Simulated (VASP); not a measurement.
A run of VASP 6.6.1:

INCAR

```
SYSTEM = W
PREC = Accurate
ENCUT = 520
EDIFF = 1E-6
ISMEAR = 0
SIGMA = 0.1
LREAL = .False.
LASPH = .True.
NELM = 60
ALGO = Normal
ISIF = 2
LWAVE = .False.
LCHARG = .False.
GGA = PE
NBANDS = 13
```

File KPOINTS:

```
Automatic mesh
0
Gamma
  4 4 4
  0 0 0
```

Contents of POSCAR:

```
W
1.0
   -1.5851577801      1.5851577801      1.5851577801
    1.5851577801     -1.5851577801      1.5851577801
    1.5851577801      1.5851577801     -1.5851577801
W
1
Direct
    0.0000000000      0.0000000000      0.0000000000
```

Potentials or basis: VASP PAW PBE potentials, release 64 (W_sv).

Run with:

```sh
$ cat potpaw_PBE.64/W_sv/POTCAR > POTCAR
$ mpirun -np 1 vasp_std > vasp.out
```

Hardware: 1 thread of Intel(R) Xeon(R) Platinum 8259CL CPU @ 2.50GHz (Skylake/Cascade Lake), on a shared host.

Problem. Estimate the wall time of this run.

Solution. Wall time 3 s on 1 thread of Intel(R) Xeon(R) Platinum 8259CL CPU @ 2.50GHz (Skylake/Cascade Lake), with other jobs on the host, peak memory 0.12 GiB. Counts: scf iterations 11, k points 8.
